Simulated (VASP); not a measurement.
# Mn (Fm-3m) in VASP: further runs

Runs on Mn. Level: PBE. Tasks: single point, relaxation of cell and atoms.

Program: VASP 6.6.1. These are calculated values, not measurements. Logs are shortened: lines on timing, memory, paths and dates and some standing lists are left out, and cuts for length are marked.

## 1. The cell of the first run

It takes space group Fm-3m (No. 225, cubic). Conventional cell: a = 3.501 Å, b = 3.501 Å, c = 3.501 Å, α = 90.00°, β = 90.00°, γ = 90.00°. Mn (site symmetry m-3m) has 12 Mn at 2.48 Å within 3.3 Å.

## 2. Single point, PBE, collinear spin, ferromagnetic start

INCAR

```
SYSTEM = Mn
PREC = Accurate
ENCUT = 520
EDIFF = 1E-6
ISMEAR = 0
SIGMA = 0.1
LREAL = .FALSE.
LASPH = .TRUE.
NELM = 150
ALGO = Fast
ISIF = 2
LWAVE = .FALSE.
LCHARG = .FALSE.
ISPIN = 2
MAGMOM = 1.79
LORBIT = 11
LMAXMIX = 4
GGA = PE
NBANDS = 16
```

KPOINTS

```
regular mesh
0
G
  8 8 8
  0 0 0
```

POSCAR

```
Mn
1.0
    0.0000000000      1.7507416227      1.7507416227
    1.7507416227      0.0000000000      1.7507416227
    1.7507416227      1.7507416227      0.0000000000
Mn
1
Direct
    0.0000000000      0.0000000000      0.0000000000
```

Potentials or basis: VASP PAW PBE potentials, release 64 (Mn_pv).

Run with:

```bash
> cat potpaw_PBE.64/Mn_pv/POTCAR > POTCAR
> mpirun -np 1 vasp_std > vasp.out
```

OUTCAR:

```text
SYSTEM = Mn
   PREC = Accurate
   ENCUT = 520
   EDIFF = 1E-6
   ISMEAR = 0
   LREAL = .FALSE.
   LASPH = .TRUE.
   NELM = 150
   ISIF = 2
   ISPIN = 2
   LORBIT = 11
   GGA = PE

 ion  position               nearest neighbor table
   1  0.000  0.000  0.000-

  LATTYP: Found a face centered cubic cell.
 ALAT       =     3.5014832454

  Lattice vectors:

 A1 = (   0.0000000000,   1.7507416227,   1.7507416227)
 A2 = (   1.7507416227,   0.0000000000,   1.7507416227)
 A3 = (   1.7507416227,   1.7507416227,   0.0000000000)

Analysis of symmetry for initial positions (statically):
=====================================================================
 Subroutine PRICEL returns:
 Original cell was already a primitive cell.

 Routine SETGRP: Setting up the symmetry group for a
 face centered cubic supercell.

 Subroutine GETGRP returns: Found 48 space group operations
 (whereof 48 operations were pure point group operations)
 out of a pool of 48 trial point group operations.

The static configuration has the point symmetry O_h .

Analysis of symmetry for dynamics (positions and initial velocities):
=====================================================================
 Subroutine PRICEL returns:
 Original cell was already a primitive cell.

 Routine SETGRP: Setting up the symmetry group for a
 face centered cubic supercell.

 Subroutine GETGRP returns: Found 48 space group operations
 (whereof 48 operations were pure point group operations)
 out of a pool of 48 trial point group operations.

The dynamic configuration has the point symmetry O_h .

Analysis of structural, dynamic, and magnetic symmetry:
=====================================================================
 Subroutine PRICEL returns:
 Original cell was already a primitive cell.

 Routine SETGRP: Setting up the symmetry group for a
 face centered cubic supercell.

 Subroutine GETGRP returns: Found 48 space group operations
 (whereof 48 operations were pure point group operations)
 out of a pool of 48 trial point group operations.

The overall configuration has the point symmetry O_h .

 Subroutine INISYM returns: Found 48 space group operations
 (whereof 48 operations are pure point group operations),
 and found     1 'primitive' translations

----------------------------------------------------------------------------------------

                                     Primitive cell

  volume of cell :      10.7324

  direct lattice vectors                    reciprocal lattice vectors
     0.000000000  1.750741623  1.750741623    -0.285593256  0.285593256  0.285593256
     1.750741623  0.000000000  1.750741623     0.285593256 -0.285593256  0.285593256
     1.750741623  1.750741623  0.000000000     0.285593256  0.285593256 -0.285593256

  length of vectors
     2.475922547  2.475922547  2.475922547     0.494662029  0.494662029  0.494662029

  position of ions in fractional coordinates (direct lattice)
     0.000000000  0.000000000  0.000000000

  ion indices of the primitive-cell ions
   primitive index   ion index
                 1           1

----------------------------------------------------------------------------------------

 KPOINTS: regular mesh

Automatic generation of k-mesh.
 Grid dimensions read from file:
 generate k-points for:    8    8    8

 Generating k-lattice:

  Cartesian coordinates                     Fractional coordinates (reciprocal lattice)
    -0.035699157  0.035699157  0.035699157     0.125000000  0.000000000  0.000000000
     0.035699157 -0.035699157  0.035699157     0.000000000  0.125000000  0.000000000
     0.035699157  0.035699157 -0.035699157     0.000000000  0.000000000  0.125000000

  Length of vectors
     0.061832754  0.061832754  0.061832754

  Shift w.r.t. Gamma in fractional coordinates (k-lattice)
     0.000000000  0.000000000  0.000000000

 Subroutine IBZKPT returns following result:
 ===========================================

 Found     29 irreducible k-points:

 Following reciprocal coordinates:
            Coordinates               Weight
  0.000000  0.000000  0.000000      1.000000
  0.125000  0.000000  0.000000      8.000000
  0.250000  0.000000  0.000000      8.000000
  0.375000  0.000000  0.000000      8.000000
  0.500000  0.000000  0.000000      4.000000
  0.125000  0.125000  0.000000      6.000000
[... 16 lines left out ...]
  0.500000  0.250000  0.125000     48.000000
 -0.375000  0.250000  0.125000     24.000000
 [... further k-points ...]
   k-points           NKPTS =     29   k-points in BZ     NKDIM =     29   number of bands    NBANDS=     16
   number of dos      NEDOS =    301   number of ions     NIONS =      1
   total plane-waves  NPLWV =   5832
   dimension x,y,z NGX =    18 NGY =   18 NGZ =   18
   dimension x,y,z NGXF=    36 NGYF=   36 NGZF=   36
   ions per type =               1
   NGX,Y,Z   is equivalent  to a cutoff of  12.09, 12.09, 12.09 a.u.
   NGXF,Y,Z  is equivalent  to a cutoff of  24.17, 24.17, 24.17 a.u.
 SYSTEM =  Mn
   PREC   = accura    normal or accurate (medium, high low for compatibility)
   ISTART =      0    job   : 0-new  1-cont  2-samecut
   ICHARG =      2    charge: 1-file 2-atom 10-const
   ISPIN  =      2    spin polarized calculation?
   LNONCOLLINEAR =      F non collinear calculations
   LSORBIT =      F    spin-orbit coupling
   LASPH  =      T    aspherical Exc in radial PAW
   ENCUT  =  520.0 eV  38.22 Ry    6.18 a.u.   4.60  4.60  4.60*2*pi/ulx,y,z
   NELM   =    150;   NELMIN=  2; NELMDL= -5     # of ELM steps
   EDIFF  = 0.1E-05   stopping-criterion for ELM
   LREAL  =      F    real-space projection
   EDIFFG = 0.1E-04   stopping-criterion for IOM
   NSW    =      0    number of steps for IOM
   IBRION =     -1    ionic relax: 0-MD 1-quasi-New 2-CG
   NFREE  =      0    steps in history (QN), initial steepest desc. (CG)
   ISIF   =      2    stress and relaxation
   ISYM   =      2    0-nonsym 1-usesym 2-fastsym
   POTIM  = 0.5000    time-step for ionic-motion
   TEBEG  =    0.0;   TEEND  =   0.0 temperature during run
   PSTRESS=    0.0 pullay stress
   NELECT =      13.0000    total number of electrons
   NUPDOWN=      -1.0000    fix difference up-down
   EMIN   =  10.00;   EMAX   =-10.00  energy-range for DOS
   EFERMI =   0.00;   METHOD = LEGACY
   ISMEAR =     0;   SIGMA  =   0.10  broadening in eV -4-tet -1-fermi 0-gaus
   EFERMI_NEDOS =   21; number of points for ismear=-14 and -15
   IALGO  =     68    algorithm
   IMIX   =      4    mixing-type and parameters
     AMIX     =   0.40;   BMIX     =  1.00
     AMIX_MAG =   1.60;   BMIX_MAG =  1.00
  volume/ion in A,a.u.               =      10.73        72.43
  Fermi-wavevector in a.u.,A,eV,Ry     =   1.745114  3.297788 41.435511  3.045424
  Thomas-Fermi vector in A             =   2.816864
   LORBIT       =     11    0 simple, 1 ext, 2 COOP (PROOUT), +10 PAW based schemes
   GGA     = PE    functional components
   LHFCALC =     F    Hartree Fock is set to
   AEXX    =    0.0000 exact exchange contribution
   IVDW    =     0    specifies the selected vdW correction
   LEPSILON=     F    determine dielectric tensor
   LRPA    =     F    only Hartree local field effects (RPA)
 spin polarized calculation
 RMM-DIIS sequential band-by-band and
 Gauss-broadening in eV      SIGMA  =   0.10
  energy-cutoff  :      520.00
  volume of cell :       10.73
 maximum number of plane-waves:       303
   NGX =  9   NGY =  9   NGZ =  9

 number of electron      12.9999999 magnetization      -0.0000359

 number of electron      12.9999999 magnetization       0.0008244

 Free energy of the ion-electron system (eV)
  ---------------------------------------------------
  ext. energy  EPLUGINS =         0.00000000
  ---------------------------------------------------
  free energy    TOTEN  =        -8.91835111 eV

  energy without entropy =       -8.91210240  energy(sigma->0) =       -8.91522676

 E-fermi :  10.5843     XC(G=0): -14.0279

 val. band max:       10.4075979140   @ k =   0.5000   0.2500   0.1250
 cond. band min:      10.5893963840   @ k =  -0.1250   0.1250   0.0000
 fundamental gap:      0.1817984700
 Fermi energy:        10.5842961167

 spin component 1

 k-point     1 :       0.0000    0.0000    0.0000
  band No.  band energies     occupation
      1     -37.1205      1.00000
      2     -37.1205      1.00000
      3     -37.1205      1.00000
      4       2.2043      1.00000
      5       9.3796      1.00000
      6       9.3796      1.00000
[... 8 lines left out ...]
     15      43.1547      0.00000
     16      43.2347      0.00000
[... 419 lines left out ...]
 k-point    24 :      -0.3750    0.2500    0.1250
  band No.  band energies     occupation
      1     -37.7756      1.00000
      2     -37.4186      1.00000
      3     -37.2830      1.00000
      4       7.1065      1.00000
      5       7.9916      1.00000
      6       9.1237      1.00000
[... 8 lines left out ...]
     15      42.1899      0.00000
     16      47.1190      0.00000

 [... further k-points ...]

 spin component 2

 k-point     1 :       0.0000    0.0000    0.0000
  band No.  band energies     occupation
      1     -37.1196      1.00000
      2     -37.1196      1.00000
      3     -37.1196      1.00000
      4       2.2044      1.00000
      5       9.3800      1.00000
      6       9.3800      1.00000
[... 8 lines left out ...]
     15      43.1549      0.00000
     16      43.1549      0.00000
[... 419 lines left out ...]
 k-point    24 :      -0.3750    0.2500    0.1250
  band No.  band energies     occupation
      1     -37.7747      1.00000
      2     -37.4178      1.00000
      3     -37.2821      1.00000
      4       7.1069      1.00000
      5       7.9925      1.00000
      6       9.1240      1.00000
[... 8 lines left out ...]
     15      42.1912      0.00000
     16      47.1192      0.00000

 [... further k-points ...]

------------------------ aborting loop because EDIFF is reached ----------------------------------------

  FORCE on cell =-STRESS in cart. coord.  units (eV):
  Direction    XX          YY          ZZ          XY          YZ          ZX
  --------------------------------------------------------------------------------------
  -------------------------------------------------------------------------------------
  Total       -0.0061320     -0.0061320     -0.0061320      0.0000000     -0.0000000      0.0000000
  in kB       -0.9154156     -0.9154156     -0.9154156      0.0000000     -0.0000000      0.0000000
  external PRESSURE =      -0.9154156 kB  Pullay stress =       0.0000000 kB

 VOLUME and BASIS-vectors are now :
 -----------------------------------------------------------------------------
  energy-cutoff  :      520.00
  volume of cell :       10.73
      direct lattice vectors                 reciprocal lattice vectors
     0.000000000  1.750741623  1.750741623    -0.285593256  0.285593256  0.285593256
     1.750741623  0.000000000  1.750741623     0.285593256 -0.285593256  0.285593256
     1.750741623  1.750741623  0.000000000     0.285593256  0.285593256 -0.285593256

 POSITION                                       TOTAL-FORCE (eV/Angst)
 -----------------------------------------------------------------------------------
      0.00000      0.00000      0.00000         0.000000      0.000000      0.000000
 -----------------------------------------------------------------------------------
    total drift:                                0.000000     -0.000000     -0.000000

  FREE ENERGIE OF THE ION-ELECTRON SYSTEM (eV)
  ---------------------------------------------------
  free  energy   TOTEN  =        -8.9183511133 eV

  energy  without entropy=       -8.9121024002  energy(sigma->0) =       -8.91522676

 total charge

# of ion       s       p       d       tot
------------------------------------------
    1        0.427   6.403   5.156  11.986

 magnetization (x)

# of ion       s       p       d       tot
------------------------------------------
    1       -0.000  -0.000   0.001   0.001
```

Wall time 10 s (1 thread of Intel Xeon 6975P-C (Granite Rapids), shared host); peak memory 0.12 GiB.

Results:

* Free energy: -8.9184 eV
* Pressure: -0.1 GPa
* Net moment: 0.00 μB per cell
* Valence electrons inside the program's atomic spheres: Mn 11.99

Caveat: the k points lie up to 0.39 Å⁻¹ apart; the starting moments collapsed, and a magnetic state may lie lower.

## 3. Relaxation of cell and atoms, PBE, collinear spin, ferromagnetic start

This run uses another cell than the first one, of 13.69 Å³/atom, 1.276 times its volume.

INCAR

```
  ALGO = Normal
  EDIFF = 1E-7
  EDIFFG = -0.04
  ENCUT = 600
  GGA = PE
  IBRION = 2
  ISIF = 3
  ISMEAR = 0
  ISPIN = 2
  LASPH = T
  LCHARG = F
  LMAXMIX = 4
  LORBIT = 11
  LREAL = F
  LWAVE = F
  MAGMOM = 1.79
  NELM = 150
  NSW = 90
  PREC = Accurate
  SIGMA = 0.1
```

KPOINTS

```
k-points
0
Gamma
  8 8 8
```

POSCAR

```
Mn
1.0
    0.0000000000      1.8987242364      1.8987242364
    1.8987242364      0.0000000000      1.8987242364
    1.8987242364      1.8987242364      0.0000000000
Mn
1
Direct
    0.0000000000      0.0000000000      0.0000000000
```

Potentials or basis: VASP PAW PBE potentials, release 64 (Mn_pv).

Run with:

```bash
> cat potpaw_PBE.64/Mn_pv/POTCAR > POTCAR
> mpirun -np 1 vasp_std > vasp.out
```

Run time: 27 s. Hardware: 1 thread of Intel Xeon 6975P-C (Granite Rapids), shared host; peak memory 0.16 GiB.

Results (log left out):

```
Free energy                                           : -8.9211 eV
Relaxed volume                                        : 10.73 Å³/atom
Relaxed cell                                          : a = 2.476 Å, b = 2.476 Å, c = 2.476 Å, α = 60.00°, β = 60.00°, γ = 60.00°
Space group after relaxing (to 0.05 Å)                : Fm-3m (No. 225)
Energy gained by relaxing                             : 405.9 meV/atom
Ionic steps                                           : 5
Pressure after relaxing                               : 0.0 GPa
Net moment                                            : 0.00 μB per cell
Valence electrons inside the program's atomic spheres : Mn 11.99
```

The path:
```tsv
step	energy change (eV)	largest force (eV/Å)	pressure (GPa)	volume (Å³)
1	0.0000	0.0000	-27.42	13.69
2	-0.2659	0.0000	42.47	9.55
3	-0.4056	0.0000	1.53	10.67
4	-0.4056	0.0000	-1.52	10.79
5	-0.4059	0.0000	-0.01	10.73
```

Final structure:
```
Mn
1.0
     0.00000    1.75049    1.75049
     1.75049    0.00000    1.75049
     1.75049    1.75049    0.00000
Mn
1
Direct
  0.00000 0.00000 0.00000
```

Levels at points of the mesh, in eV from the Fermi level:
Spin up:
```
           k point  band 5  band 6  band 7  band 8  band 9  band 10
(0.00, 0.00, 0.00)   -1.21   -1.21   -1.21    0.49    0.49    21.33
(0.50, 0.00, 0.00)   -1.32   -1.32    0.43    1.66    1.66     9.00
(0.50, 0.50, 0.00)   -3.99    1.62    1.97    1.97    3.47    12.24
```
Spin down:
```csv
k point,band 4,band 5,band 6,band 7,band 8,band 9,band 10,band 11
"(0.00, 0.00, 0.00)",-8.38,-1.21,-1.21,-1.21,0.49,0.49,21.33,27.17
"(0.50, 0.00, 0.00)",-4.61,-1.32,-1.32,0.43,1.66,1.66,9.00,20.16
"(0.50, 0.50, 0.00)",-4.80,-3.99,1.62,1.97,1.97,3.47,12.24,15.86
```

Caveat: the starting moments collapsed, and a magnetic state may lie lower; the volume moved by over 15 % at a fixed basis, so the end points are rough.
